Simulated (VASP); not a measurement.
# MgB2 (P6/mmm) in VASP: a series of runs

Runs on MgB2. Level: PBE. Tasks: single point.

Program: VASP 6.6.1. These are calculated values, not measurements. Logs are shortened: lines on timing, memory, paths and dates and some standing lists are left out, and cuts for length are marked.

## 1. The cell of the first run

The structure is hexagonal, space group P6/mmm (No. 191). Conventional cell: a = 3.085 Å, b = 3.085 Å, c = 3.523 Å, α = 90.00°, β = 90.00°, γ = 120.00°. Within 3.3 Å of Mg (site symmetry 6/mmm) lie 12 B at 2.51 Å and 6 Mg at 3.08 to 3.09 Å. Within 2.4 Å of B (site symmetry -6m2) lie 3 B at 1.78 Å.

## 2. Single point, PBE

INCAR reads:

```
PREC     = Accurate       # precision mode
ENCUT    = 520            # plane-wave cutoff, eV
EDIFF    = 1E-6           # SCF threshold, eV
ISMEAR   = 0              # smearing method
SIGMA    = 0.012          # smearing width, eV
LREAL    = F              # projectors in reciprocal space
LASPH    = T              # aspherical terms in the spheres
NELM     = 100            # most SCF steps
ALGO     = Normal         # electronic algorithm
ISIF     = 2              # what is computed and relaxed
LWAVE    = F              # write WAVECAR
LCHARG   = F              # write CHGCAR
GGA      = PE             # functional
NBANDS   = 11             # bands
```

KPOINTS reads:

```
regular mesh
0
Gamma
  10 10 8
```

POSCAR reads:

```
MgB2
1.0
    3.0850000000      0.0000000000      0.0000000000
   -1.5425000000      2.6716883707      0.0000000000
    0.0000000000      0.0000000000      3.5230000000
Mg B
1 2
Direct
    0.0000000000      0.0000000000      0.0000000000
    0.6666666667      0.3333333333      0.5000000000
    0.3333333333      0.6666666667      0.5000000000
```

Potentials or basis: VASP PAW PBE potentials, release 64 (Mg, B).

Run with:

```console
$ cat potpaw_PBE.64/Mg/POTCAR potpaw_PBE.64/B/POTCAR > POTCAR
$ mpirun -np 1 vasp_std > vasp.out
```

OUTCAR:

```text
PREC = Accurate
   ENCUT = 520
   EDIFF = 1E-6
   ISMEAR = 0
   LREAL = F
   LASPH = T
   NELM = 100
   ISIF = 2
   GGA = PE

 ion  position               nearest neighbor table
   1  0.000  0.000  0.000-   2 2.51   3 2.51   2 2.51   3 2.51   2 2.51   2 2.51   3 2.51   3 2.51
                             2 2.51   2 2.51   3 2.51   3 2.51
   2  0.667  0.333  0.500-   3 1.78   3 1.78   3 1.78   1 2.51   1 2.51   1 2.51   1 2.51   1 2.51
                             1 2.51
   3  0.333  0.667  0.500-   2 1.78   2 1.78   2 1.78   1 2.51   1 2.51   1 2.51   1 2.51   1 2.51
                             1 2.51

  LATTYP: Found a hexagonal cell.
 ALAT       =     3.0850000000
 C/A-ratio  =     1.1419773096

  Lattice vectors:

 A1 = (   3.0850000000,   0.0000000000,   0.0000000000)
 A2 = (  -1.5425000000,   2.6716883707,   0.0000000000)
 A3 = (   0.0000000000,   0.0000000000,   3.5230000000)

Analysis of symmetry for initial positions (statically):
=====================================================================
 Subroutine PRICEL returns:
 Original cell was already a primitive cell.

 Routine SETGRP: Setting up the symmetry group for a
 hexagonal supercell.

 Subroutine GETGRP returns: Found 24 space group operations
 (whereof 24 operations were pure point group operations)
 out of a pool of 24 trial point group operations.

The static configuration has the point symmetry D_6h.

Analysis of symmetry for dynamics (positions and initial velocities):
=====================================================================
 Subroutine PRICEL returns:
 Original cell was already a primitive cell.

 Routine SETGRP: Setting up the symmetry group for a
 hexagonal supercell.

 Subroutine GETGRP returns: Found 24 space group operations
 (whereof 24 operations were pure point group operations)
 out of a pool of 24 trial point group operations.

The dynamic configuration has the point symmetry D_6h.

 Subroutine INISYM returns: Found 24 space group operations
 (whereof 24 operations are pure point group operations),
 and found     1 'primitive' translations

----------------------------------------------------------------------------------------

                                     Primitive cell

  volume of cell :      29.0371

  direct lattice vectors                    reciprocal lattice vectors
     3.085000000  0.000000000  0.000000000     0.324149109  0.187147575  0.000000000
    -1.542500000  2.671688371  0.000000000     0.000000000  0.374295150  0.000000000
     0.000000000  0.000000000  3.523000000     0.000000000  0.000000000  0.283848992

  length of vectors
     3.085000000  3.085000000  3.523000000     0.374295150  0.374295150  0.283848992

  position of ions in fractional coordinates (direct lattice)
     0.000000000  0.000000000  0.000000000
     0.666666667  0.333333333  0.500000000
     0.333333333  0.666666667  0.500000000

  ion indices of the primitive-cell ions
   primitive index   ion index
                 1           1
                 2           2
                 3           3

----------------------------------------------------------------------------------------

 KPOINTS: regular mesh

Automatic generation of k-mesh.
 Grid dimensions read from file:
 generate k-points for:   10   10    8

 Generating k-lattice:

  Cartesian coordinates                     Fractional coordinates (reciprocal lattice)
     0.032414911  0.018714758  0.000000000     0.100000000  0.000000000  0.000000000
     0.000000000  0.037429515  0.000000000     0.000000000  0.100000000  0.000000000
     0.000000000  0.000000000  0.035481124     0.000000000  0.000000000  0.125000000

  Length of vectors
     0.037429515  0.037429515  0.035481124

  Shift w.r.t. Gamma in fractional coordinates (k-lattice)
     0.000000000  0.000000000  0.000000000

 Subroutine IBZKPT returns following result:
 ===========================================

 Found     70 irreducible k-points:

 Following reciprocal coordinates:
            Coordinates               Weight
  0.000000  0.000000  0.000000      1.000000
  0.100000  0.000000  0.000000      6.000000
  0.200000  0.000000  0.000000      6.000000
  0.300000  0.000000  0.000000      6.000000
  0.400000  0.000000  0.000000      6.000000
  0.500000  0.000000  0.000000      3.000000
[... 16 lines left out ...]
  0.300000  0.100000  0.125000     24.000000
  0.400000  0.100000  0.125000     24.000000
 [... further k-points ...]
   k-points           NKPTS =     70   k-points in BZ     NKDIM =     70   number of bands    NBANDS=     11
   number of dos      NEDOS =    301   number of ions     NIONS =      3
   total plane-waves  NPLWV =  16128
   dimension x,y,z NGX =    24 NGY =   24 NGZ =   28
   dimension x,y,z NGXF=    48 NGYF=   48 NGZF=   56
   ions per type =               1   2
   NGX,Y,Z   is equivalent  to a cutoff of  12.93, 12.93, 13.21 a.u.
   NGXF,Y,Z  is equivalent  to a cutoff of  25.87, 25.87, 26.43 a.u.
 SYSTEM =  unknown system
   PREC   = accura    normal or accurate (medium, high low for compatibility)
   ISTART =      0    job   : 0-new  1-cont  2-samecut
   ICHARG =      2    charge: 1-file 2-atom 10-const
   ISPIN  =      1    spin polarized calculation?
   LNONCOLLINEAR =      F non collinear calculations
   LSORBIT =      F    spin-orbit coupling
   LASPH  =      T    aspherical Exc in radial PAW
   ENCUT  =  520.0 eV  38.22 Ry    6.18 a.u.   5.74  5.74  6.55*2*pi/ulx,y,z
   NELM   =    100;   NELMIN=  2; NELMDL= -5     # of ELM steps
   EDIFF  = 0.1E-05   stopping-criterion for ELM
   LREAL  =      F    real-space projection
   EDIFFG = 0.1E-04   stopping-criterion for IOM
   NSW    =      0    number of steps for IOM
   IBRION =     -1    ionic relax: 0-MD 1-quasi-New 2-CG
   NFREE  =      0    steps in history (QN), initial steepest desc. (CG)
   ISIF   =      2    stress and relaxation
   ISYM   =      2    0-nonsym 1-usesym 2-fastsym
   POTIM  = 0.5000    time-step for ionic-motion
   TEBEG  =    0.0;   TEEND  =   0.0 temperature during run
   PSTRESS=    0.0 pullay stress
   NELECT =       8.0000    total number of electrons
   NUPDOWN=      -1.0000    fix difference up-down
   EMIN   =  10.00;   EMAX   =-10.00  energy-range for DOS
   EFERMI =   0.00;   METHOD = LEGACY
   ISMEAR =     0;   SIGMA  =   0.01  broadening in eV -4-tet -1-fermi 0-gaus
   EFERMI_NEDOS =   21; number of points for ismear=-14 and -15
   IALGO  =     38    algorithm
   IMIX   =      4    mixing-type and parameters
     AMIX     =   0.40;   BMIX     =  1.00
     AMIX_MAG =   1.60;   BMIX_MAG =  1.00
  volume/ion in A,a.u.               =       9.68        65.32
  Fermi-wavevector in a.u.,A,eV,Ry     =   1.065255  2.013040 15.439462  1.134768
  Thomas-Fermi vector in A             =   2.200801
   LORBIT       =      0    0 simple, 1 ext, 2 COOP (PROOUT), +10 PAW based schemes
   GGA     = PE    functional components
   LHFCALC =     F    Hartree Fock is set to
   AEXX    =    0.0000 exact exchange contribution
   IVDW    =     0    specifies the selected vdW correction
   LEPSILON=     F    determine dielectric tensor
   LRPA    =     F    only Hartree local field effects (RPA)
 non-spin polarized calculation
 Gauss-broadening in eV      SIGMA  =   0.01
  energy-cutoff  :      520.00
  volume of cell :       29.04
 maximum number of plane-waves:       806
 NGX is ok and might be reduce to    24
   NGX = 11   NGY = 11   NGZ = 13

 number of electron       8.0000000 magnetization

 Free energy of the ion-electron system (eV)
  ---------------------------------------------------
  ext. energy  EPLUGINS =         0.00000000
  ---------------------------------------------------
  free energy    TOTEN  =       -15.32040758 eV

  energy without entropy =      -15.32033031  energy(sigma->0) =      -15.32036894

 E-fermi :   5.3036     XC(G=0): -10.9098

 val. band max:        5.2959239342   @ k =   0.1000   0.0000   0.1250
 cond. band min:       5.3219078941   @ k =   0.3000   0.2000   0.0000
 fundamental gap:      0.0259839599
 Fermi energy:         5.3036191105

 k-point     1 :       0.0000    0.0000    0.0000
  band No.  band energies     occupation
      1      -7.1420      2.00000
      2       2.3334      2.00000
      3       5.6405      0.00000
      4       5.6405      0.00000
      5       6.9119      0.00000
      6      11.5755      0.00000
      7      11.5755      0.00000
      8      13.3407      0.00000
      9      15.2015      0.00000
     10      17.9244      0.00000
     11      21.3943      0.00000

 k-point     2 :       0.1000    0.0000    0.0000
  band No.  band energies     occupation
      1      -6.9685      2.00000
      2       2.5026      2.00000
      3       4.7849      2.00000
      4       5.2468      2.00000
      5       7.0688      0.00000
      6      11.4292      0.00000
      7      12.3192      0.00000
      8      13.7337      0.00000
      9      14.5933      0.00000
     10      18.7749      0.00000
     11      20.6066      0.00000

 k-point     3 :       0.2000    0.0000    0.0000
  band No.  band energies     occupation
      1      -6.4509      2.00000
      2       2.9272      2.00000
      3       3.0047      2.00000
      4       4.4618      2.00000
      5       7.5432      0.00000
      6      10.8870      0.00000
      7      13.0422      0.00000
      8      14.1295      0.00000
      9      14.4720      0.00000
     10      19.5362      0.00000
     11      19.8369      0.00000

 k-point     4 :       0.3000    0.0000    0.0000
  band No.  band energies     occupation
      1      -5.5985      2.00000
      2       0.8571      2.00000
      3       3.7423      2.00000
      4       3.8137      2.00000
      5       8.2633      0.00000
      6      10.3619      0.00000
      7      11.1029      0.00000
      8      14.2360      0.00000
      9      16.4389      0.00000
     10      18.6717      0.00000
     11      19.7263      0.00000

 k-point     5 :       0.4000    0.0000    0.0000
  band No.  band energies     occupation
      1      -4.4337      2.00000
      2      -1.1042      2.00000
      3       3.2704      2.00000
      4       4.8261      2.00000
      5       8.9486      0.00000
      6       9.2853      0.00000
      7      10.2533      0.00000
      8      13.1207      0.00000
      9      18.0345      0.00000
     10      18.5024      0.00000
     11      19.5837      0.00000
[... 211 lines left out ...]
 k-point    21 :       0.1000    0.1000    0.1250
  band No.  band energies     occupation
      1      -6.4930      2.00000
      2       1.8845      2.00000
      3       3.7243      2.00000
      4       4.4589      2.00000
      5       8.6545      0.00000
      6      11.7821      0.00000
      7      12.2665      0.00000
      8      13.2198      0.00000
      9      15.2943      0.00000
     10      18.0053      0.00000
     11      19.5514      0.00000

 k-point    22 :       0.2000    0.1000    0.1250
  band No.  band energies     occupation
      1      -5.8122      2.00000
      2       1.9701      2.00000
      3       2.5672      2.00000
      4       3.4750      2.00000
      5       9.2619      0.00000
      6      10.8420      0.00000
      7      11.7087      0.00000
      8      13.9831      0.00000
      9      16.2502      0.00000
     10      16.5919      0.00000
     11      19.6430      0.00000

 k-point    23 :       0.3000    0.1000    0.1250
  band No.  band energies     occupation
      1      -4.8084      2.00000
      2       0.0246      2.00000
      3       2.7883      2.00000
      4       3.5541      2.00000
      5       8.9724      0.00000
      6      10.1415      0.00000
      7      11.2918      0.00000
      8      14.3629      0.00000
      9      15.8185      0.00000
     10      17.2264      0.00000
     11      19.4863      0.00000

 k-point    24 :       0.4000    0.1000    0.1250
  band No.  band energies     occupation
      1      -3.5315      2.00000
      2      -1.7696      2.00000
      3       2.4572      2.00000
      4       4.5990      2.00000
      5       7.4752      0.00000
      6      10.4700      0.00000
      7      11.5889      0.00000
      8      13.5017      0.00000
      9      15.4139      0.00000
     10      18.6602      0.00000
     11      19.6047      0.00000

 [... further k-points ...]
[... 5 lines left out ...]
  --------------------------------------------------------------------------------------
  -------------------------------------------------------------------------------------
  Total       -0.1293284     -0.1293284     -0.3451561      0.0000000      0.0000000      0.0000000
  in kB       -7.1359322     -7.1359322    -19.0446271      0.0000000      0.0000000      0.0000000
  external PRESSURE =     -11.1054972 kB  Pullay stress =       0.0000000 kB

 VOLUME and BASIS-vectors are now :
 -----------------------------------------------------------------------------
  energy-cutoff  :      520.00
  volume of cell :       29.04
      direct lattice vectors                 reciprocal lattice vectors
     3.085000000  0.000000000  0.000000000     0.324149109  0.187147575  0.000000000
    -1.542500000  2.671688371  0.000000000     0.000000000  0.374295150  0.000000000
     0.000000000  0.000000000  3.523000000     0.000000000  0.000000000  0.283848992

 POSITION                                       TOTAL-FORCE (eV/Angst)
 -----------------------------------------------------------------------------------
      0.00000      0.00000      0.00000        -0.000000      0.000000      0.000000
      1.54250      0.89056      1.76150         0.000000     -0.000000      0.000000
     -0.00000      1.78113      1.76150        -0.000000      0.000000      0.000000
 -----------------------------------------------------------------------------------
    total drift:                                0.000000     -0.000000      0.000000

  FREE ENERGIE OF THE ION-ELECTRON SYSTEM (eV)
  ---------------------------------------------------
  free  energy   TOTEN  =       -15.3204075764 eV

  energy  without entropy=      -15.3203303097  energy(sigma->0) =      -15.32036894
```

Run time: 14 s. Hardware: 1 thread of AMD EPYC 9R45 (Zen 5), shared host; peak memory 0.13 GiB.

Results:

```yaml
Free_energy: -15.3204 eV
Pressure: -1.1 GPa
Band_gap_on_the_k_mesh: zero (band 4 reaches 6.39 eV, above the bottom of band 5 at 3.93 eV)
```

## 3. Single point, PBE

INCAR reads:

```
SYSTEM = MgB2
  PREC = Accurate
  ENCUT = 520
  EDIFF = 1E-6
  ISMEAR = 0
  SIGMA = 0.013000000000000001
  LREAL = .FALSE.
  LASPH = .TRUE.
  NELM = 80
  ALGO = Normal
  ISIF = 2
  LWAVE = .FALSE.
  LCHARG = .TRUE.
  GGA = PE
  LELF = .TRUE.
  LVHAR = .TRUE.
  NBANDS = 11
```

KPOINTS reads:

```
Automatic mesh
0
G
  10 10 8
  0 0 0
```

POSCAR is that of step 2.

Potentials or basis: VASP PAW PBE potentials, release 64 (Mg, B).

Run with:

```console
$ cat potpaw_PBE.64/Mg/POTCAR potpaw_PBE.64/B/POTCAR > POTCAR
$ mpirun -np 1 vasp_std > vasp.out
```

OUTCAR:

```text
SYSTEM = MgB2
   PREC = Accurate
   ENCUT = 520
   EDIFF = 1E-6
   ISMEAR = 0
   LREAL = .FALSE.
   LASPH = .TRUE.
   NELM = 80
   ISIF = 2
   GGA = PE

 ion  position               nearest neighbor table
   1  0.000  0.000  0.000-   2 2.51   3 2.51   2 2.51   3 2.51   2 2.51   2 2.51   3 2.51   3 2.51
                             2 2.51   2 2.51   3 2.51   3 2.51
   2  0.667  0.333  0.500-   3 1.78   3 1.78   3 1.78   1 2.51   1 2.51   1 2.51   1 2.51   1 2.51
                             1 2.51
   3  0.333  0.667  0.500-   2 1.78   2 1.78   2 1.78   1 2.51   1 2.51   1 2.51   1 2.51   1 2.51
                             1 2.51

  LATTYP: Found a hexagonal cell.
 ALAT       =     3.0850000000
 C/A-ratio  =     1.1419773096

  Lattice vectors:

 A1 = (   3.0850000000,   0.0000000000,   0.0000000000)
 A2 = (  -1.5425000000,   2.6716883707,   0.0000000000)
 A3 = (   0.0000000000,   0.0000000000,   3.5230000000)

Analysis of symmetry for initial positions (statically):
=====================================================================
 Subroutine PRICEL returns:
 Original cell was already a primitive cell.

 Routine SETGRP: Setting up the symmetry group for a
 hexagonal supercell.

[... 177 lines left out ...]
  band No.  band energies     occupation
      1      -7.1420      2.00000
      2       2.3334      2.00000
      3       5.6405      0.00000
      4       5.6405      0.00000
      5       6.9120      0.00000
      6      11.5755      0.00000
      7      11.5755      0.00000
      8      13.3407      0.00000
      9      15.2016      0.00000
     10      17.9241      0.00000
     11      21.3944      0.00000
[... 309 lines left out ...]
 k-point    24 :       0.4000    0.1000    0.1250
  band No.  band energies     occupation
      1      -3.5315      2.00000
      2      -1.7697      2.00000
      3       2.4572      2.00000
      4       4.5991      2.00000
      5       7.4753      0.00000
      6      10.4699      0.00000
      7      11.5889      0.00000
      8      13.5017      0.00000
      9      15.4139      0.00000
     10      18.6603      0.00000
     11      19.6048      0.00000

 [... further k-points ...]
[... 5 lines left out ...]
  --------------------------------------------------------------------------------------
  -------------------------------------------------------------------------------------
  Total       -0.1313105     -0.1313105     -0.3430366      0.0000000      0.0000000     -0.0000000
  in kB       -7.2452985     -7.2452985    -18.9276844      0.0000000      0.0000000     -0.0000000
  external PRESSURE =     -11.1394271 kB  Pullay stress =       0.0000000 kB

 VOLUME and BASIS-vectors are now :
 -----------------------------------------------------------------------------
  energy-cutoff  :      520.00
  volume of cell :       29.04
      direct lattice vectors                 reciprocal lattice vectors
     3.085000000  0.000000000  0.000000000     0.324149109  0.187147575  0.000000000
    -1.542500000  2.671688371  0.000000000     0.000000000  0.374295150  0.000000000
     0.000000000  0.000000000  3.523000000     0.000000000  0.000000000  0.283848992

 POSITION                                       TOTAL-FORCE (eV/Angst)
 -----------------------------------------------------------------------------------
      0.00000      0.00000      0.00000         0.000000      0.000000      0.000000
      1.54250      0.89056      1.76150        -0.000000      0.000000      0.000000
     -0.00000      1.78113      1.76150         0.000000      0.000000      0.000000
 -----------------------------------------------------------------------------------
    total drift:                                0.000000     -0.000000      0.000000

  FREE ENERGIE OF THE ION-ELECTRON SYSTEM (eV)
  ---------------------------------------------------
  free  energy   TOTEN  =       -15.3204142702 eV

  energy  without entropy=      -15.3203229713  energy(sigma->0) =      -15.32036862
```

stdout:

```text
POSCAR found type information on POSCAR MgB
 POSCAR found :  2 types and       3 ions
 scaLAPACK will be used
 LDA part: xc-table for (Slater+PW92), standard interpolation
 POSCAR, INCAR and KPOINTS ok, starting setup
 FFT: planning ... GRIDC
 FFT: planning ... GRID_SOFT
 FFT: planning ... GRID
 WAVECAR not read
 entering main loop
```

Wall time 14 s (1 thread of AMD EPYC 9R45 (Zen 5), shared host); peak memory 0.13 GiB.

What came out:

```yaml
Free_energy: -15.3204 eV
Pressure: -1.1 GPa
Band_gap_on_the_k_mesh: zero (band 4 reaches 6.39 eV, above the bottom of band 5 at 3.93 eV)
```

Stress tensor (GPa, compression positive):
```
-0.72  0.00  0.00
 0.00 -0.72  0.00
 0.00  0.00 -1.89
```

Levels at points of the mesh, in eV from the Fermi level:
| k point | band 1 | band 2 | band 3 | band 4 | band 5 | band 6 | band 7 | band 8 | band 9 |
| --- | --- | --- | --- | --- | --- | --- | --- | --- | --- |
| (0.00, 0.00, 0.00) | -12.45 | -2.97 | 0.34 | 0.34 | 1.61 | 6.27 | 6.27 | 8.04 | 9.90 |
| (0.50, 0.00, 0.00) | -8.57 | -7.85 | -2.20 | 0.18 | 3.04 | 3.83 | 5.28 | 7.05 | 12.53 |
| (0.00, 0.00, 0.50) | -11.17 | -7.46 | 0.71 | 0.71 | 6.61 | 6.61 | 7.91 | 9.80 | 9.92 |
| (0.50, 0.00, 0.50) | -7.59 | -6.94 | -3.60 | -1.90 | -1.34 | 5.66 | 8.71 | 8.85 | 12.99 |
